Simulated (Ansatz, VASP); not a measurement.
# Sb: VASP beside Ansatz

```
Sb
1.0
     3.04427    0.00000    0.00000
     0.00000    3.04427    0.00000
     0.00000    0.00000    3.04427
Sb
1
Direct
  0.00000 0.00000 0.00000
```

Change from the starting cell: volume scaled by 0.9405, PAW files.

Alike in both runs: task electric field gradients; functional PBE; k mesh 13 × 13 × 13; occupations fermi-dirac, width 0.05 eV; no spin polarisation.

```csv
,VASP,Ansatz
version,VASP 6.6.1,Ansatz 0.2.0
potentials or method,"VASP PAW PBE potentials, release 64 (Sb)","PAW with Ansatz's default frozen-core files, scalar-relativistic"
plane-wave cutoff (eV),520,420
valence electrons in the cell,5,15
```

```tsv
	VASP	Ansatz	Ansatz less VASP
pressure (GPa)	4.0	4.0	-0.02
```

VASP's potentials hold 5 valence electrons a cell and Ansatz's 15, so a difference there can come from the potentials and not from the codes.

Spin-orbit coupling is off throughout.
